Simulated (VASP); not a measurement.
# W (Im-3m) in VASP: settings compared

Aim: see how the results for W move with the level of theory and the settings. Levels: PBE, PBE+U, LDA+U. Tasks: single point.

Everything below comes from runs of VASP 6.6.1. Logs are shortened: lines on timing, memory, paths and dates and some standing lists are left out, and cuts for length are marked.

## 1. The cell of the first run

The structure is cubic, space group Im-3m (No. 229). Conventional cell: a = 3.360 Å, b = 3.360 Å, c = 3.360 Å, α = 90.00°, β = 90.00°, γ = 90.00°. W (site symmetry m-3m) has 14 W at 2.91 to 3.36 Å within 3.8 Å.

## 2. Single point, PBE

INCAR

```
  PREC = Accurate
  ENCUT = 500
  EDIFF = 1E-6
  ISMEAR = 1
  SIGMA = 0.0018
  LREAL = False
  LASPH = True
  NELM = 120
  ALGO = Normal
  ISIF = 2
  LWAVE = False
  LCHARG = False
  GGA = PE
  NBANDS = 13
  GGA_COMPAT = False
```

KPOINTS

```
regular mesh
0
Gamma
  6 6 6
```

POSCAR

```
W
1.0
   -1.6797893252      1.6797893252      1.6797893252
    1.6797893252     -1.6797893252      1.6797893252
    1.6797893252      1.6797893252     -1.6797893252
W
1
Direct
    0.0000000000      0.0000000000      0.0000000000
```

Potentials or basis: VASP PAW PBE potentials, release 64 (W_sv).

Started as:

```
$ cat potpaw_PBE.64/W_sv/POTCAR > POTCAR
$ mpirun -np 1 vasp_std > vasp.out
```

OUTCAR:

```text
PREC = Accurate
   ENCUT = 500
   EDIFF = 1E-6
   ISMEAR = 1
   LREAL = False
   LASPH = True
   NELM = 120
   ISIF = 2
   GGA = PE

 ion  position               nearest neighbor table
   1  0.000  0.000  0.000-

  LATTYP: Found a body centered cubic cell.
 ALAT       =     3.3595786504

  Lattice vectors:

 A1 = (  -1.6797893252,   1.6797893252,   1.6797893252)
 A2 = (   1.6797893252,  -1.6797893252,   1.6797893252)
 A3 = (   1.6797893252,   1.6797893252,  -1.6797893252)

Analysis of symmetry for initial positions (statically):
=====================================================================
 Subroutine PRICEL returns:
 Original cell was already a primitive cell.

 Routine SETGRP: Setting up the symmetry group for a
 body centered cubic supercell.

 Subroutine GETGRP returns: Found 48 space group operations
 (whereof 48 operations were pure point group operations)
 out of a pool of 48 trial point group operations.

The static configuration has the point symmetry O_h .

Analysis of symmetry for dynamics (positions and initial velocities):
=====================================================================
 Subroutine PRICEL returns:
 Original cell was already a primitive cell.

 Routine SETGRP: Setting up the symmetry group for a
 body centered cubic supercell.

 Subroutine GETGRP returns: Found 48 space group operations
 (whereof 48 operations were pure point group operations)
 out of a pool of 48 trial point group operations.

The dynamic configuration has the point symmetry O_h .

 Subroutine INISYM returns: Found 48 space group operations
 (whereof 48 operations are pure point group operations),
 and found     1 'primitive' translations

----------------------------------------------------------------------------------------

                                     Primitive cell

  volume of cell :      18.9594

  direct lattice vectors                    reciprocal lattice vectors
    -1.679789325  1.679789325  1.679789325     0.000000000  0.297656374  0.297656374
     1.679789325 -1.679789325  1.679789325     0.297656374  0.000000000  0.297656374
     1.679789325  1.679789325 -1.679789325     0.297656374  0.297656374  0.000000000

  length of vectors
     2.909480457  2.909480457  2.909480457     0.420949681  0.420949681  0.420949681

  position of ions in fractional coordinates (direct lattice)
     0.000000000  0.000000000  0.000000000

  ion indices of the primitive-cell ions
   primitive index   ion index
                 1           1

----------------------------------------------------------------------------------------

 KPOINTS: regular mesh

Automatic generation of k-mesh.
 Grid dimensions read from file:
 generate k-points for:    6    6    6

 Generating k-lattice:

  Cartesian coordinates                     Fractional coordinates (reciprocal lattice)
     0.000000000  0.049609396  0.049609396     0.166666667  0.000000000  0.000000000
     0.049609396  0.000000000  0.049609396     0.000000000  0.166666667  0.000000000
     0.049609396  0.049609396  0.000000000     0.000000000  0.000000000  0.166666667

  Length of vectors
     0.070158280  0.070158280  0.070158280

  Shift w.r.t. Gamma in fractional coordinates (k-lattice)
     0.000000000  0.000000000  0.000000000

 Subroutine IBZKPT returns following result:
 ===========================================

 Found     16 irreducible k-points:

 Following reciprocal coordinates:
            Coordinates               Weight
  0.000000  0.000000  0.000000      1.000000
  0.166667  0.000000  0.000000     12.000000
  0.333333  0.000000  0.000000     12.000000
  0.500000  0.000000  0.000000      6.000000
  0.166667  0.166667  0.000000     24.000000
  0.333333  0.166667  0.000000     48.000000
[... 8 lines left out ...]
  0.500000  0.500000  0.333333     12.000000
  0.500000  0.500000  0.500000      1.000000
   k-points           NKPTS =     16   k-points in BZ     NKDIM =     16   number of bands    NBANDS=     13
   number of dos      NEDOS =    301   number of ions     NIONS =      1
   total plane-waves  NPLWV =  13824
   dimension x,y,z NGX =    24 NGY =   24 NGZ =   24
   dimension x,y,z NGXF=    48 NGYF=   48 NGZF=   48
   ions per type =               1
   NGX,Y,Z   is equivalent  to a cutoff of  13.71, 13.71, 13.71 a.u.
   NGXF,Y,Z  is equivalent  to a cutoff of  27.43, 27.43, 27.43 a.u.
 SYSTEM =  unknown system
   PREC   = accura    normal or accurate (medium, high low for compatibility)
   ISTART =      0    job   : 0-new  1-cont  2-samecut
   ICHARG =      2    charge: 1-file 2-atom 10-const
   ISPIN  =      1    spin polarized calculation?
   LNONCOLLINEAR =      F non collinear calculations
   LSORBIT =      F    spin-orbit coupling
   LASPH  =      T    aspherical Exc in radial PAW
   ENCUT  =  500.0 eV  36.75 Ry    6.06 a.u.   5.30  5.30  5.30*2*pi/ulx,y,z
   NELM   =    120;   NELMIN=  2; NELMDL= -5     # of ELM steps
   EDIFF  = 0.1E-05   stopping-criterion for ELM
   LREAL  =      F    real-space projection
   EDIFFG = 0.1E-04   stopping-criterion for IOM
   NSW    =      0    number of steps for IOM
   IBRION =     -1    ionic relax: 0-MD 1-quasi-New 2-CG
   NFREE  =      0    steps in history (QN), initial steepest desc. (CG)
   ISIF   =      2    stress and relaxation
   ISYM   =      2    0-nonsym 1-usesym 2-fastsym
   POTIM  = 0.5000    time-step for ionic-motion
   TEBEG  =    0.0;   TEEND  =   0.0 temperature during run
   PSTRESS=    0.0 pullay stress
   NELECT =      14.0000    total number of electrons
   NUPDOWN=      -1.0000    fix difference up-down
   EMIN   =  10.00;   EMAX   =-10.00  energy-range for DOS
   EFERMI =   0.00;   METHOD = LEGACY
   ISMEAR =     1;   SIGMA  =   0.00  broadening in eV -4-tet -1-fermi 0-gaus
   EFERMI_NEDOS =   21; number of points for ismear=-14 and -15
   IALGO  =     38    algorithm
   IMIX   =      4    mixing-type and parameters
     AMIX     =   0.40;   BMIX     =  1.00
     AMIX_MAG =   1.60;   BMIX_MAG =  1.00
  volume/ion in A,a.u.               =      18.96       127.94
  Fermi-wavevector in a.u.,A,eV,Ry     =   1.479708  2.796243 29.790444  2.189536
  Thomas-Fermi vector in A             =   2.593832
   LORBIT       =      0    0 simple, 1 ext, 2 COOP (PROOUT), +10 PAW based schemes
   GGA     = PE    functional components
   LHFCALC =     F    Hartree Fock is set to
   AEXX    =    0.0000 exact exchange contribution
   IVDW    =     0    specifies the selected vdW correction
   LEPSILON=     F    determine dielectric tensor
   LRPA    =     F    only Hartree local field effects (RPA)
 non-spin polarized calculation
 Methfessel and Paxton  Order N= 1 SIGMA  =   0.00
  energy-cutoff  :      500.00
  volume of cell :       18.96
 maximum number of plane-waves:       496
 NGX is ok and might be reduce to    24
   NGX = 11   NGY = 11   NGZ = 11

 number of electron      13.9999999 magnetization

 Free energy of the ion-electron system (eV)
  ---------------------------------------------------
  ext. energy  EPLUGINS =         0.00000000
  ---------------------------------------------------
  free energy    TOTEN  =       -12.62995895 eV

  energy without entropy =      -12.62995895  energy(sigma->0) =      -12.62995895

 E-fermi :   9.1689     XC(G=0): -12.6446

 val. band max:        9.0842036624   @ k =   0.1667   0.0000   0.0000
 cond. band min:       9.2714269502   @ k =   0.5000   0.0000   0.0000
 fundamental gap:      0.1872232878
 Fermi energy:         9.1689246088

 k-point     1 :       0.0000    0.0000    0.0000
  band No.  band energies     occupation
      1     -65.3486      2.00000
      2     -29.1114      2.00000
      3     -29.1114      2.00000
      4     -29.1114      2.00000
      5       0.3999      2.00000
      6       8.0844      2.00000
      7       8.0844      2.00000
      8       8.0844      2.00000
      9      10.8974      0.00000
     10      10.8974      0.00000
     11      23.0935      0.00000
     12      23.0935      0.00000
     13      23.0935      0.00000

 k-point     2 :       0.1667    0.0000    0.0000
  band No.  band energies     occupation
      1     -65.3340      2.00000
      2     -29.2936      2.00000
      3     -29.1715      2.00000
      4     -29.1114      2.00000
      5       1.4321      2.00000
      6       7.5448      2.00000
      7       7.8528      2.00000
      8       9.0842      2.00000
      9      10.3739      0.00000
     10      10.9416      0.00000
     11      23.5125      0.00000
     12      24.4182      0.00000
     13      24.8576      0.00000

 k-point     3 :       0.3333    0.0000    0.0000
  band No.  band energies     occupation
      1     -65.3043      2.00000
      2     -29.6442      2.00000
      3     -29.2897      2.00000
      4     -29.1116      2.00000
      5       3.4032      2.00000
      6       6.6421      2.00000
      7       7.6796      2.00000
      8      10.6340      0.00000
      9      11.2240      0.00000
     10      11.7089      0.00000
     11      20.7297      0.00000
     12      21.4814      0.00000
     13      26.9284      0.00000

 k-point     4 :       0.5000    0.0000    0.0000
  band No.  band energies     occupation
      1     -65.2895      2.00000
      2     -29.8131      2.00000
      3     -29.3479      2.00000
      4     -29.1117      2.00000
      5       3.8354      2.00000
      6       6.2526      2.00000
      7       9.2714      0.00000
      8      10.7179      0.00000
      9      11.4946      0.00000
     10      13.7716      0.00000
     11      17.5189      0.00000
     12      20.0144      0.00000
     13      23.5743      0.00000

 k-point     5 :       0.1667    0.1667    0.0000
  band No.  band energies     occupation
      1     -65.3117      2.00000
      2     -29.5322      2.00000
      3     -29.2466      2.00000
      4     -29.1531      2.00000
      5       3.1264      2.00000
      6       7.0033      2.00000
      7       7.1066      2.00000
      8      10.0956      0.00000
      9      11.1478      0.00000
     10      11.3682      0.00000
     11      22.1467      0.00000
     12      23.7459      0.00000
     13      26.0044      0.00000
[... 129 lines left out ...]
 k-point    14 :      -0.3333    0.3333    0.3333
  band No.  band energies     occupation
      1     -65.2675      2.00000
      2     -29.5769      2.00000
      3     -29.4865      2.00000
      4     -29.4865      2.00000
      5       5.2489      2.00000
      6       5.6482      2.00000
      7       9.7622      0.00000
      8       9.7622      0.00000
      9      11.4577      0.00000
     10      12.0873      0.00000
     11      21.7513      0.00000
     12      21.7513      0.00000
     13      23.0443      0.00000

 k-point    15 :       0.5000    0.5000    0.3333
  band No.  band energies     occupation
      1     -65.2552      2.00000
      2     -29.6662      2.00000
      3     -29.5506      2.00000
      4     -29.4940      2.00000
      5       5.0141      2.00000
      6       5.2182      2.00000
      7      10.1182      0.00000
      8      10.2154      0.00000
      9      13.2220      0.00000
     10      15.5878      0.00000
     11      16.6482      0.00000
     12      19.0316      0.00000
     13      25.2385      0.00000

 k-point    16 :       0.5000    0.5000    0.5000
  band No.  band energies     occupation
      1     -65.2438      2.00000
      2     -29.6164      2.00000
      3     -29.6164      2.00000
      4     -29.6164      2.00000
      5       4.4977      2.00000
      6       4.4977      2.00000
      7      13.0511      0.00000
      8      13.0511      0.00000
      9      13.0511      0.00000
     10      16.0047      0.00000
     11      16.0047      0.00000
     12      16.0047      0.00000
     13      21.9208      0.00000

------------------------ aborting loop because EDIFF is reached ----------------------------------------

  FORCE on cell =-STRESS in cart. coord.  units (eV):
  Direction    XX          YY          ZZ          XY          YZ          ZX
  --------------------------------------------------------------------------------------
  -------------------------------------------------------------------------------------
  Total       -4.1996281     -4.1996281     -4.1996281     -0.0000000     -0.0000000     -0.0000000
  in kB     -354.8926203   -354.8926203   -354.8926203     -0.0000000     -0.0000000     -0.0000000
  external PRESSURE =    -354.8926203 kB  Pullay stress =       0.0000000 kB

 VOLUME and BASIS-vectors are now :
 -----------------------------------------------------------------------------
  energy-cutoff  :      500.00
  volume of cell :       18.96
      direct lattice vectors                 reciprocal lattice vectors
    -1.679789325  1.679789325  1.679789325     0.000000000  0.297656374  0.297656374
     1.679789325 -1.679789325  1.679789325     0.297656374  0.000000000  0.297656374
     1.679789325  1.679789325 -1.679789325     0.297656374  0.297656374  0.000000000

 POSITION                                       TOTAL-FORCE (eV/Angst)
 -----------------------------------------------------------------------------------
      0.00000      0.00000      0.00000         0.000000     -0.000000      0.000000
 -----------------------------------------------------------------------------------
    total drift:                                0.000000      0.000000     -0.000000

  FREE ENERGIE OF THE ION-ELECTRON SYSTEM (eV)
  ---------------------------------------------------
  free  energy   TOTEN  =       -12.6299589531 eV

  energy  without entropy=      -12.6299589531  energy(sigma->0) =      -12.62995895
```

It took 2.8 s on 1 thread of Intel Xeon 6975P-C, shared host; peak memory 0.14 GiB.

What came out:

| Item | Value |
| --- | --- |
| Free energy | -12.6300 eV |
| Pressure | -35.5 GPa |
| Band gap on the k mesh | zero (band 7 reaches 13.05 eV, above the bottom of band 8 at 8.08 eV) |

Caveat: the k points lie up to 0.44 Å⁻¹ apart; spin-orbit coupling is left out, which moves the levels of the heavy elements.

## 3. Single point, PBE+U

This run uses another cell than the first one, of 15.93 Å³/atom, 0.840 times its volume.

INCAR

```
PREC = Accurate ; ENCUT = 500
EDIFF = 1E-6 ; ISMEAR = 0
SIGMA = 0.1 ; LREAL = F
LASPH = T ; NELM = 200
ALGO = Normal ; ISIF = 2
LWAVE = F ; LCHARG = T
LMAXMIX = 4 ; LDAU = T
LDAUTYPE = 1 ; LDAUL = 2
LDAUU = 7.3 ; LDAUJ = 0.37
LDAUPRINT = 1 ; GGA = PE
LELF = T ; LVHAR = T
NBANDS = 13 ; GGA_COMPAT = F
```

KPOINTS

```
Automatic mesh
0
Gamma
  6 6 6
```

POSCAR

```
W
1.0
   -1.5851577801      1.5851577801      1.5851577801
    1.5851577801     -1.5851577801      1.5851577801
    1.5851577801      1.5851577801     -1.5851577801
W
1
Direct
    0.0000000000      0.0000000000      0.0000000000
```

Potentials or basis: VASP PAW PBE potentials, release 64 (W_sv).

Started as:

```
$ cat potpaw_PBE.64/W_sv/POTCAR > POTCAR
$ mpirun -np 1 vasp_std > vasp.out
```

Run time: 3.5 s. Hardware: 1 thread of Intel Xeon 6975P-C, shared host; peak memory 0.12 GiB.

The run converged. Its results:

```yaml
Free_energy: -5.5281 eV
Pressure: 25.4 GPa
Band_gap_on_the_k_mesh: zero (band 7 reaches 16.99 eV, above the bottom of band 8 at 10.64 eV)
```

Levels at points of the mesh, in eV from the Fermi level:
```csv
k point,band 4,band 5,band 6,band 7,band 8,band 9,band 10,band 11
"(0.00, 0.00, 0.00)",-38.61,-10.28,-1.42,-1.42,-1.42,3.29,3.29,13.84
"(0.50, 0.00, 0.00)",-38.62,-6.41,-3.77,-0.03,2.88,4.29,5.92,10.60
"(0.50, 0.50, 0.50)",-39.49,-5.10,-5.10,4.93,4.93,4.93,7.52,7.52
```

Eigenvalues of the final occupation matrices:
| site | spin | trace | eigenvalues |
| --- | --- | --- | --- |
| site 1 d | 1 | 1.63 | 0.20 0.20 0.41 0.41 0.41 |
| site 1 d | 2 | 1.63 | 0.20 0.20 0.41 0.41 0.41 |

Caveat: the k points lie up to 0.47 Å⁻¹ apart; spin-orbit coupling is left out, which moves the levels of the heavy elements; U without spin polarisation on a metal has little footing; the U is typed as a test and isn't derived for this compound.

## 4. Single point, LDA+U

This run uses another cell than the first one, of 15.93 Å³/atom, 0.840 times its volume.

INCAR

```
PREC = Accurate
ENCUT = 500
EDIFF = 1E-6
ISMEAR = 0
SIGMA = 0.1
LREAL = False
LASPH = True
NELM = 200
ALGO = Normal
ISIF = 2
LWAVE = False
LCHARG = False
LMAXMIX = 4
LDAU = True
LDAUTYPE = 1
LDAUL = 2
LDAUU = 5.1
LDAUJ = 1
LDAUPRINT = 1
NBANDS = 13
GGA_COMPAT = False
```

KPOINTS

```
regular mesh
0
Gamma
  6 6 6
```

POSCAR is that of step 3.

Potentials or basis: VASP PAW LDA potentials, release 64 (W_sv).

Started as:

```
$ cat potpaw_LDA.64/W_sv/POTCAR > POTCAR
$ mpirun -np 1 vasp_std > vasp.out
```

It took 2.6 s on 1 thread of Intel Xeon 6975P-C, shared host; peak memory 0.12 GiB.

The run converged. Its results:

| Item | Value |
| --- | --- |
| Free energy | -9.6573 eV |
| Pressure | 0.5 GPa |
| Band gap on the k mesh | zero (band 7 reaches 16.67 eV, above the bottom of band 8 at 10.31 eV) |

Levels at points of the mesh, in eV from the Fermi level:
```
           k point  band 5  band 6  band 7  band 8  band 9  band 10
(0.00, 0.00, 0.00)  -10.05   -1.47   -1.47   -1.47    2.53     2.53
(0.50, 0.00, 0.00)   -6.46   -3.80    0.28    2.28    3.46     5.87
(0.50, 0.50, 0.50)   -5.62   -5.62    4.89    4.89    4.89     7.77
```

Eigenvalues of the final occupation matrices:
```tsv
site	spin	trace	eigenvalues
site 1 d	1	1.69	0.23 0.23 0.41 0.41 0.41
site 1 d	2	1.69	0.23 0.23 0.41 0.41 0.41
```

Caveat: the k points lie up to 0.47 Å⁻¹ apart; spin-orbit coupling is left out, which moves the levels of the heavy elements; U without spin polarisation on a metal has little footing; the U is typed as a test and isn't derived for this compound.

## 5. Single point, PBE+U

This run uses another cell than the first one, of 15.93 Å³/atom, 0.840 times its volume.

INCAR

```
ALGO = Normal
EDIFF = 1E-6
ENCUT = 500
GGA = PE
GGA_COMPAT = F
ISIF = 2
ISMEAR = 0
LASPH = T
LCHARG = F
LDAU = T
LDAUJ = 0.41
LDAUL = 2
LDAUPRINT = 1
LDAUTYPE = 1
LDAUU = 6
LMAXMIX = 4
LREAL = F
LWAVE = F
NBANDS = 13
NELM = 200
PREC = Accurate
SIGMA = 0.1
```

KPOINTS

```
k-points
0
Gamma
  6 6 6
```

POSCAR is that of step 4.

Potentials or basis: VASP PAW PBE potentials, release 64 (W_sv).

Started as:

```
$ cat potpaw_PBE.64/W_sv/POTCAR > POTCAR
$ mpirun -np 1 vasp_std > vasp.out
```

Run time: 3.4 s. Hardware: 1 thread of Intel Xeon 6975P-C, shared host; peak memory 0.12 GiB.

Results (log left out):

```yaml
Free_energy: -6.9414 eV
Pressure: 18.8 GPa
Band_gap_on_the_k_mesh: zero (band 7 reaches 16.93 eV, above the bottom of band 8 at 10.57 eV)
```

Levels at points of the mesh, in eV from the Fermi level:
| k point | band 4 | band 5 | band 6 | band 7 | band 8 | band 9 | band 10 | band 11 |
| --- | --- | --- | --- | --- | --- | --- | --- | --- |
| (0.00, 0.00, 0.00) | -38.44 | -10.17 | -1.37 | -1.37 | -1.37 | 3.00 | 3.00 | 13.95 |
| (0.50, 0.00, 0.00) | -38.45 | -6.39 | -3.71 | 0.09 | 2.66 | 3.97 | 5.97 | 10.67 |
| (0.50, 0.50, 0.50) | -39.32 | -5.31 | -5.31 | 4.99 | 4.99 | 4.99 | 7.63 | 7.63 |

Eigenvalues of the final occupation matrices:
```
    site  spin  trace               eigenvalues
site 1 d     1   1.65  0.22 0.22 0.41 0.41 0.41
site 1 d     2   1.65  0.22 0.22 0.41 0.41 0.41
```

Caveat: the k points lie up to 0.47 Å⁻¹ apart; spin-orbit coupling is left out, which moves the levels of the heavy elements; U without spin polarisation on a metal has little footing; the U is typed as a test and isn't derived for this compound.

## 6. Overview

| level | potentials or basis | U | cell | smearing | LDAUTYPE | hund's J | gap on the mesh (eV) | pressure (GPa) |
| --- | --- | --- | --- | --- | --- | --- | --- | --- |
| PBE | VASP PAW PBE potentials, release 64 (W_sv) | - | a = 2.909 Å, angles 109.5°, 1 atom | methfessel-paxton 0.0018 eV | - | - | none | -35.5 |
| PBE+U | VASP PAW PBE potentials, release 64 (W_sv) | W d U = 7.3 eV, J = 0.37 eV | a = 2.746 Å, angles 109.5°, 1 atom | gaussian 0.1 eV | 1 | 0.37 | none | 25.4 |
| LDA+U | VASP PAW LDA potentials, release 64 (W_sv) | W d U = 5.1 eV, J = 1.0 eV | a = 2.746 Å, angles 109.5°, 1 atom | gaussian 0.1 eV | 1 | 1 | none | 0.5 |
| PBE+U | VASP PAW PBE potentials, release 64 (W_sv) | W d U = 6.0 eV, J = 0.41 eV | a = 2.746 Å, angles 109.5°, 1 atom | gaussian 0.1 eV | 1 | 0.41 | none | 18.8 |

Alike in all rows: task single point; no spin polarisation; k mesh 6 × 6 × 6; cutoff (eV) 500.

Caveats: all runs use coarse meshes; spin-orbit coupling is left out, which moves the levels of the heavy elements; U without spin polarisation on a metal has little footing (some runs); the U is typed as a test and isn't derived for this compound (some runs).

Absolute energies hang on the potentials; compare differences alone.
